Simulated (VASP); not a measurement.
Write the native input for VASP 6.6.1 that does the following.

- Task: single point
- Functional: LDA
- Potentials or basis: VASP PAW LDA potentials, release 64 (Al, N)
- Cutoff: 520 eV
- k mesh: 9 × 9 × 7
- Occupations: fermi-dirac, width 0.05 eV
- Spin: no spin polarisation
- Dipole correction: no
- Further INCAR settings: ALGO = Normal; EDIFF = 1e-07; NBANDS = 16

The structure of AlN lies in POSCAR:

```
AlN
1.0
    3.2898861073      0.0000000000      0.0000000000
   -1.6449430536      2.8491249445      0.0000000000
    0.0000000000      0.0000000000      4.1594577035
Al N
2 2
Direct
    0.6666666667      0.3333333333      0.2500000000
    0.3333333333      0.6666666667      0.7500000000
    0.6666666667      0.3333333333      0.7500000000
    0.3333333333      0.6666666667      0.2500000000
```

These files were run (other wordings do the same):

INCAR

```
SYSTEM = AlN
PREC     = Accurate       ! precision mode
ENCUT    = 520            ! plane-wave cutoff, eV
EDIFF    = 1E-7           ! SCF threshold, eV
ISMEAR   = -1             ! smearing method
SIGMA    = 0.05           ! smearing width, eV
LREAL    = .FALSE.        ! projectors in reciprocal space
LASPH    = .TRUE.         ! aspherical terms in the spheres
NELM     = 80             ! most SCF steps
ALGO     = Normal         ! electronic algorithm
ISIF     = 2              ! what is computed and relaxed
LWAVE    = .FALSE.        ! write WAVECAR
LCHARG   = .TRUE.         ! write CHGCAR
GGA      = CA             ! functional
LELF     = .TRUE.         ! ELF
LVHAR    = .TRUE.       
NBANDS   = 16             ! bands
```

KPOINTS

```
regular mesh
0
G
  9 9 7
  0 0 0
```

Potentials or basis: VASP PAW LDA potentials, release 64 (Al, N).

Run with:

```bash
$ cat potpaw_LDA.64/Al/POTCAR potpaw_LDA.64/N/POTCAR > POTCAR
$ mpirun -np 1 vasp_std > vasp.out
```

It gave:

```yaml
Pressure: -4.1 GPa
Band_gap_on_the_k_mesh: 3.44 eV, direct
```

Run time: 27 s on 1 thread of AMD EPYC 7R43 64-Core Processor (Zen 3), on a shared host, peak memory 0.11 GiB.
